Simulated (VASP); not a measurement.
TeOs: single point with PBE

The system is TeOs.

```xyz
2
Lattice="0.0000 2.7331 2.7331 2.7331 0.0000 2.7331 2.7331 2.7331 0.0000" Properties=species:S:1:pos:R:3 pbc="T T T"
Os    2.7331    2.7331    2.7331
Te    0.0000    0.0000    0.0000
```

```
Program                : VASP 6.6.1
Task                   : single point
Functional             : PBE
Potentials or basis    : VASP PAW PBE potentials, release 64 (Os, Te)
Cutoff                 : 520 eV
k mesh                 : 10 × 10 × 10
Occupations            : fermi-dirac, width 0.1 eV
Spin                   : collinear spin
Starting moments       : [1.0, 0.0] μB
Dipole correction      : no
Further INCAR settings : ALGO = Normal; EDIFF = 1e-06; NBANDS = 18
```

```yaml
Pressure: 0.2 GPa
Band_gap_on_the_k_mesh: zero (filled and empty bands overlap)
Net_moment: 0.00 μB per cell
Valence_electrons_inside_the_program's_atomic_spheres: Os 7.15; Te 3.36
```

Levels at points of the mesh, in eV from the Fermi level:
Spin up:
```tsv
k point	band 4	band 5	band 6	band 7	band 8	band 9	band 10	band 11
(0.00, 0.00, 0.00)	-1.97	-1.79	-1.79	-0.57	-0.57	-0.57	3.63	7.68
(0.50, 0.00, 0.00)	-4.67	-0.68	-0.68	-0.36	3.31	4.99	4.99	5.55
(0.50, 0.50, 0.00)	-2.76	-2.76	-1.16	-0.48	-0.14	-0.14	1.97	8.67
```
Spin down:
```
           k point  band 4  band 5  band 6  band 7  band 8  band 9  band 10  band 11
(0.00, 0.00, 0.00)   -1.97   -1.79   -1.79   -0.57   -0.57   -0.57     3.63     7.68
(0.50, 0.00, 0.00)   -4.67   -0.68   -0.68   -0.36    3.31    4.99     4.99     5.55
(0.50, 0.50, 0.00)   -2.76   -2.76   -1.16   -0.48   -0.14   -0.14     1.97     8.66
```

Wall time 39 s on 1 thread of Intel(R) Xeon(R) 6975P-C (Granite Rapids) (shared host), peak memory 0.22 GiB.

Caveat: spin-orbit coupling is left out, which moves the levels of the heavy elements.
